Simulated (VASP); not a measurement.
# Rb2Mg in VASP: notebook

Runs on Rb2Mg. Level: PBE. Tasks: single point.

Program: VASP 6.6.1. These are calculated values, not measurements. Logs are shortened: lines on timing, memory, paths and dates and some standing lists are left out, and cuts for length are marked.

## (1) The cell of the first run

Symmetry: I4/mcm, No. 140, tetragonal system. The conventional cell has a = 10.005 Å, b = 10.005 Å, c = 7.163 Å, α = 90.00°, β = 90.00°, γ = 90.00°. Rb (site symmetry m2m) has 4 Mg at 4.14 Å and 11 Rb at 4.31 to 5.28 Å within 5.4 Å. Mg (site symmetry 422) has 2 Mg at 3.58 Å and 8 Rb at 4.14 Å within 4.7 Å.

## (2) Single point, PBE

Contents of INCAR:

```
PREC = Accurate
ENCUT = 520
EDIFF = 1E-6
ISMEAR = -1
SIGMA = 0.05
LREAL = False
LASPH = True
NELM = 60
ALGO = Fast
ISIF = 2
LWAVE = False
LCHARG = False
GGA = PE
NBANDS = 29
```

Contents of KPOINTS:

```
regular mesh
0
Gamma
  5 5 5
```

Contents of POSCAR:

```
Rb2Mg
1.0
   -5.0025420000      5.0025420000      3.5813310000
    5.0025420000     -5.0025420000      3.5813310000
    5.0025420000      5.0025420000     -3.5813310000
Rb Mg
4 2
Direct
    0.8344490000      0.3344490000      0.1688980000
    0.1655510000      0.6655510000      0.8311020000
    0.3344490000      0.1655510000      0.5000000000
    0.6655510000      0.8344490000      0.5000000000
    0.2500000000      0.2500000000      0.0000000000
    0.7500000000      0.7500000000      0.0000000000
```

Potentials or basis: VASP PAW PBE potentials, release 64 (Rb_sv, Mg).

Command:

```bash
> cat potpaw_PBE.64/Rb_sv/POTCAR potpaw_PBE.64/Mg/POTCAR > POTCAR
> mpirun -np 1 vasp_std > vasp.out
```

OUTCAR:

```text
PREC = Accurate
   ENCUT = 520
   EDIFF = 1E-6
   ISMEAR = -1
   LREAL = False
   LASPH = True
   NELM = 60
   ISIF = 2
   GGA = PE

 ion  position               nearest neighbor table
   1  0.834  0.334  0.169-   5 4.14   6 4.14   6 4.14   5 4.14   2 4.31   2 4.31   2 4.68   4 4.88
                             3 4.88   3 4.88   4 4.88   3 5.28   4 5.28   3 5.28   4 5.28
   2  0.166  0.666  0.831-   6 4.14   5 4.14   5 4.14   6 4.14   1 4.31   1 4.31   1 4.68   4 4.88
                             3 4.88   3 4.88   4 4.88   3 5.28   4 5.28   3 5.28   4 5.28
   3  0.334  0.166  0.500-   6 4.14   5 4.14   5 4.14   6 4.14   4 4.31   4 4.31   4 4.68   1 4.88
                             2 4.88   2 4.88   1 4.88   1 5.28   1 5.28   2 5.28   2 5.28
   4  0.666  0.834  0.500-   5 4.14   6 4.14   6 4.14   5 4.14   3 4.31   3 4.31   3 4.68   1 4.88
                             2 4.88   2 4.88   1 4.88   1 5.28   1 5.28   2 5.28   2 5.28
   5  0.250  0.250  0.000-   6 3.58   6 3.58   1 4.14   2 4.14   3 4.14   1 4.14   3 4.14   2 4.14
                             4 4.14   4 4.14
   6  0.750  0.750  0.000-   5 3.58   5 3.58   1 4.14   2 4.14   4 4.14   3 4.14   4 4.14   3 4.14
                             2 4.14   1 4.14

  LATTYP: Found a body centered tetragonal cell.
 ALAT       =    10.0050840000
 C/A-ratio  =     0.7159022353

  Lattice vectors:

 A1 = (  -5.0025420000,   5.0025420000,   3.5813310000)
 A2 = (   5.0025420000,  -5.0025420000,   3.5813310000)
 A3 = (   5.0025420000,   5.0025420000,  -3.5813310000)

Analysis of symmetry for initial positions (statically):
=====================================================================
 Subroutine PRICEL returns:
 Original cell was already a primitive cell.

 Routine SETGRP: Setting up the symmetry group for a
 body centered tetragonal supercell.

 Subroutine GETGRP returns: Found 16 space group operations
 (whereof  8 operations were pure point group operations)
 out of a pool of 16 trial point group operations.

The static configuration has the point symmetry C_4h.
 The point group associated with its full space group is D_4h.

Analysis of symmetry for dynamics (positions and initial velocities):
=====================================================================
 Subroutine PRICEL returns:
 Original cell was already a primitive cell.

 Routine SETGRP: Setting up the symmetry group for a
 body centered tetragonal supercell.

 Subroutine GETGRP returns: Found 16 space group operations
 (whereof  8 operations were pure point group operations)
 out of a pool of 16 trial point group operations.

The dynamic configuration has the point symmetry C_4h.
 The point group associated with its full space group is D_4h.

 Subroutine INISYM returns: Found 16 space group operations
 (whereof  8 operations are pure point group operations),
 and found     1 'primitive' translations

----------------------------------------------------------------------------------------

                                     Primitive cell

  volume of cell :     358.4973

  direct lattice vectors                    reciprocal lattice vectors
    -5.002542000  5.002542000  3.581331000     0.000000000  0.099949186  0.139612898
     5.002542000 -5.002542000  3.581331000     0.099949186  0.000000000  0.139612898
     5.002542000  5.002542000 -3.581331000     0.099949186  0.099949186  0.000000000

  length of vectors
     7.929488297  7.929488297  7.929488297     0.171702071  0.171702071  0.141349494

  position of ions in fractional coordinates (direct lattice)
     0.834449000  0.334449000  0.168898000
     0.165551000  0.665551000  0.831102000
     0.334449000  0.165551000  0.500000000
     0.665551000  0.834449000  0.500000000
     0.250000000  0.250000000  0.000000000
     0.750000000  0.750000000  0.000000000

  ion indices of the primitive-cell ions
   primitive index   ion index
                 1           1
                 2           2
                 3           3
                 4           4
                 5           5
                 6           6

----------------------------------------------------------------------------------------

 KPOINTS: regular mesh

Automatic generation of k-mesh.
 Grid dimensions read from file:
 generate k-points for:    5    5    5

 Generating k-lattice:

  Cartesian coordinates                     Fractional coordinates (reciprocal lattice)
     0.000000000  0.019989837  0.027922580     0.200000000  0.000000000  0.000000000
     0.019989837  0.000000000  0.027922580     0.000000000  0.200000000  0.000000000
     0.019989837  0.019989837  0.000000000     0.000000000  0.000000000  0.200000000

  Length of vectors
     0.034340414  0.034340414  0.028269899

  Shift w.r.t. Gamma in fractional coordinates (k-lattice)
     0.000000000  0.000000000  0.000000000

 Subroutine IBZKPT returns following result:
 ===========================================

 Found     18 irreducible k-points:

 Following reciprocal coordinates:
            Coordinates               Weight
  0.000000  0.000000  0.000000      1.000000
  0.200000 -0.000000  0.000000      8.000000
  0.400000 -0.000000  0.000000      8.000000
  0.200000  0.200000  0.000000      8.000000
  0.400000  0.200000 -0.000000     16.000000
 -0.400000  0.200000 -0.000000     16.000000
[... 10 lines left out ...]
 -0.400000  0.400000  0.400000      4.000000
 -0.400000 -0.400000  0.400000      2.000000
   k-points           NKPTS =     18   k-points in BZ     NKDIM =     18   number of bands    NBANDS=     29
   number of dos      NEDOS =    301   number of ions     NIONS =      6
   total plane-waves  NPLWV = 216000
   dimension x,y,z NGX =    60 NGY =   60 NGZ =   60
   dimension x,y,z NGXF=   120 NGYF=  120 NGZF=  120
   ions per type =               4   2
   NGX,Y,Z   is equivalent  to a cutoff of  12.58, 12.58, 12.58 a.u.
   NGXF,Y,Z  is equivalent  to a cutoff of  25.16, 25.16, 25.16 a.u.
 SYSTEM =  unknown system
   PREC   = accura    normal or accurate (medium, high low for compatibility)
   ISTART =      0    job   : 0-new  1-cont  2-samecut
   ICHARG =      2    charge: 1-file 2-atom 10-const
   ISPIN  =      1    spin polarized calculation?
   LNONCOLLINEAR =      F non collinear calculations
   LSORBIT =      F    spin-orbit coupling
   LASPH  =      T    aspherical Exc in radial PAW
   ENCUT  =  520.0 eV  38.22 Ry    6.18 a.u.  14.74 14.74 14.74*2*pi/ulx,y,z
   NELM   =     60;   NELMIN=  2; NELMDL= -5     # of ELM steps
   EDIFF  = 0.1E-05   stopping-criterion for ELM
   LREAL  =      F    real-space projection
   EDIFFG = 0.1E-04   stopping-criterion for IOM
   NSW    =      0    number of steps for IOM
   IBRION =     -1    ionic relax: 0-MD 1-quasi-New 2-CG
   NFREE  =      0    steps in history (QN), initial steepest desc. (CG)
   ISIF   =      2    stress and relaxation
   ISYM   =      2    0-nonsym 1-usesym 2-fastsym
   POTIM  = 0.5000    time-step for ionic-motion
   TEBEG  =    0.0;   TEEND  =   0.0 temperature during run
   PSTRESS=    0.0 pullay stress
   NELECT =      40.0000    total number of electrons
   NUPDOWN=      -1.0000    fix difference up-down
   EMIN   =  10.00;   EMAX   =-10.00  energy-range for DOS
   EFERMI =   0.00;   METHOD = LEGACY
   ISMEAR =    -1;   SIGMA  =   0.05  broadening in eV -4-tet -1-fermi 0-gaus
   EFERMI_NEDOS =   21; number of points for ismear=-14 and -15
   IALGO  =     68    algorithm
   IMIX   =      4    mixing-type and parameters
     AMIX     =   0.40;   BMIX     =  1.00
     AMIX_MAG =   1.60;   BMIX_MAG =  1.00
  volume/ion in A,a.u.               =      59.75       403.21
  Fermi-wavevector in a.u.,A,eV,Ry     =   0.788133  1.489355  8.451308  0.621154
  Thomas-Fermi vector in A             =   1.893013
   LORBIT       =      0    0 simple, 1 ext, 2 COOP (PROOUT), +10 PAW based schemes
   GGA     = PE    functional components
   LHFCALC =     F    Hartree Fock is set to
   AEXX    =    0.0000 exact exchange contribution
   IVDW    =     0    specifies the selected vdW correction
   LEPSILON=     F    determine dielectric tensor
   LRPA    =     F    only Hartree local field effects (RPA)
 non-spin polarized calculation
 RMM-DIIS sequential band-by-band and
  energy-cutoff  :      520.00
  volume of cell :      358.50
 maximum number of plane-waves:      9701
   NGX = 29   NGY = 29   NGZ = 29

 number of electron      40.0000000 magnetization

 Free energy of the ion-electron system (eV)
  ---------------------------------------------------
  ext. energy  EPLUGINS =         0.00000000
  ---------------------------------------------------
  free energy    TOTEN  =        -5.79345570 eV

  energy without entropy =       -5.74973934  energy(sigma->0) =       -5.77159752

 E-fermi :   0.5256     XC(G=0):  -6.2840

 val. band max:        0.5183170395   @ k =  -0.4000   0.2000  -0.0000
 cond. band min:       0.5315874894   @ k =  -0.2000  -0.2000   0.2000
 fundamental gap:      0.0132704498
 Fermi energy:         0.5255829678

 k-point     1 :       0.0000    0.0000    0.0000
  band No.  band energies     occupation
      1     -28.0578      2.00000
      2     -28.0521      2.00000
      3     -28.0421      2.00000
      4     -28.0421      2.00000
      5     -12.2530      2.00000
      6     -12.2530      2.00000
[... 21 lines left out ...]
     28       2.1019      0.00000
     29       3.4439      0.00000

 k-point     2 :       0.2000   -0.0000    0.0000
  band No.  band energies     occupation
      1     -28.0560      2.00000
      2     -28.0515      2.00000
      3     -28.0433      2.00000
      4     -28.0432      2.00000
      5     -12.2576      2.00000
      6     -12.2571      2.00000
[... 21 lines left out ...]
     28       2.4636      0.00000
     29       3.3520      0.00000

 k-point     3 :       0.4000   -0.0000    0.0000
  band No.  band energies     occupation
      1     -28.0517      2.00000
      2     -28.0497      2.00000
      3     -28.0464      2.00000
      4     -28.0462      2.00000
      5     -12.2671      2.00000
      6     -12.2664      2.00000
[... 446 lines left out ...]
      5     -12.2946      2.00000
      6     -12.2237      2.00000
[... 21 lines left out ...]
     28       2.7657      0.00000
     29       3.3879      0.00000

 k-point    18 :      -0.4000   -0.4000    0.4000
  band No.  band energies     occupation
      1     -28.0520      2.00000
      2     -28.0520      2.00000
      3     -28.0461      2.00000
      4     -28.0440      2.00000
      5     -12.2805      2.00000
      6     -12.2647      2.00000
[... 21 lines left out ...]
     28       3.1824      0.00000
     29       3.1854      0.00000

------------------------ aborting loop because EDIFF is reached ----------------------------------------

  FORCE on cell =-STRESS in cart. coord.  units (eV):
  Direction    XX          YY          ZZ          XY          YZ          ZX
  --------------------------------------------------------------------------------------
  -------------------------------------------------------------------------------------
  Total        0.0032601      0.0032601      0.1603615      0.0000000      0.0000000      0.0000000
  in kB        0.0145698      0.0145698      0.7166791      0.0000000      0.0000000      0.0000000
  external PRESSURE =       0.2486062 kB  Pullay stress =       0.0000000 kB

 VOLUME and BASIS-vectors are now :
 -----------------------------------------------------------------------------
  energy-cutoff  :      520.00
  volume of cell :      358.50
      direct lattice vectors                 reciprocal lattice vectors
    -5.002542000  5.002542000  3.581331000     0.000000000  0.099949186  0.139612898
     5.002542000 -5.002542000  3.581331000     0.099949186  0.000000000  0.139612898
     5.002542000  5.002542000 -3.581331000     0.099949186  0.099949186  0.000000000

 POSITION                                       TOTAL-FORCE (eV/Angst)
 -----------------------------------------------------------------------------------
     -1.65635      3.34619      3.58133        -0.005710     -0.005710     -0.000000
      6.65889      1.65635      0.00000         0.005710      0.005710      0.000000
      1.65635      3.34619     -0.00000         0.005710     -0.005710     -0.000000
      3.34619      1.65635      3.58133        -0.005710      0.005710     -0.000000
      0.00000      0.00000      1.79067         0.000000     -0.000000     -0.000000
      0.00000      0.00000      5.37200         0.000000     -0.000000     -0.000000
 -----------------------------------------------------------------------------------
    total drift:                                0.000000     -0.000000     -0.000000

  FREE ENERGIE OF THE ION-ELECTRON SYSTEM (eV)
  ---------------------------------------------------
  free  energy   TOTEN  =        -5.7934557019 eV

  energy  without entropy=       -5.7497393446  energy(sigma->0) =       -5.77159752
```

It took 7.6 min on 1 thread of Intel Xeon Platinum 8488C (Sapphire Rapids), shared host; peak memory 0.56 GiB.

Results:

```
Free energy            : -5.7935 eV
Pressure               : 0.0 GPa
Largest force          : 0.008 eV/Å
Band gap on the k mesh : zero (bands 20 and 21 overlap by 0.59 eV)
```

Forces on the atoms (eV/Å):
```
Rb  -0.006 -0.006  0.000
Rb   0.006  0.006  0.000
Rb   0.006 -0.006  0.000
Rb  -0.006  0.006  0.000
Mg   0.000  0.000  0.000
Mg   0.000  0.000  0.000
```

## (3) Single point, PBE (atoms moved at random)

Contents of INCAR:

```
SYSTEM = Rb2Mg
  PREC = Accurate
  ENCUT = 520
  EDIFF = 1E-7
  ISMEAR = -1
  SIGMA = 0.05
  LREAL = .False.
  LASPH = .True.
  NELM = 80
  ALGO = Fast
  ISIF = 2
  LWAVE = .False.
  LCHARG = .False.
  GGA = PE
  NBANDS = 29
```

Contents of KPOINTS:

```
Automatic mesh
0
Gamma
  5 5 5
  0 0 0
```

Contents of POSCAR:

```
Rb2Mg
1.0
   -5.0025420000      5.0025420000      3.5813310000
    5.0025420000     -5.0025420000      3.5813310000
    5.0025420000      5.0025420000     -3.5813310000
Rb Mg
4 2
Direct
    0.8316300000      0.3247510000      0.1621070000
    0.1638280000      0.6643180000      0.8311500000
    0.3290970000      0.1562910000      0.4927380000
    0.6623390000      0.8308890000      0.5017090000
    0.2509180000      0.2514660000      0.0065800000
    0.7520160000      0.7491900000     -0.0027350000
```

Potentials or basis: VASP PAW PBE potentials, release 64 (Rb_sv, Mg).

Command:

```bash
> cat potpaw_PBE.64/Rb_sv/POTCAR potpaw_PBE.64/Mg/POTCAR > POTCAR
> mpirun -np 1 vasp_std > vasp.out
```

Wall time 34 min (1 thread of Intel Xeon Platinum 8488C (Sapphire Rapids), shared host); peak memory 0.85 GiB.

Results (log left out):

```
Free energy            : -5.7892 eV
Pressure               : 0.0 GPa
Largest force          : 0.059 eV/Å
Band gap on the k mesh : zero (bands 20 and 21 overlap by 0.59 eV)
```

Forces on the atoms (eV/Å):
```
Rb   0.034 -0.008  0.000
Rb  -0.013  0.000 -0.002
Rb   0.039  0.017 -0.005
Rb  -0.016  0.009  0.020
Mg  -0.051 -0.024  0.016
Mg   0.008  0.007 -0.029
```

Levels at points of the mesh, in eV from the Fermi level:
```tsv
k point	band 16	band 17	band 18	band 19	band 20	band 21	band 22	band 23	band 24	band 25
(0.00, 0.00, 0.00)	-12.60	-3.56	-0.88	-0.50	0.09	0.09	0.09	1.11	1.47	1.48
```

Caveat: the cell differs from its parent crystal (atoms moved at random).
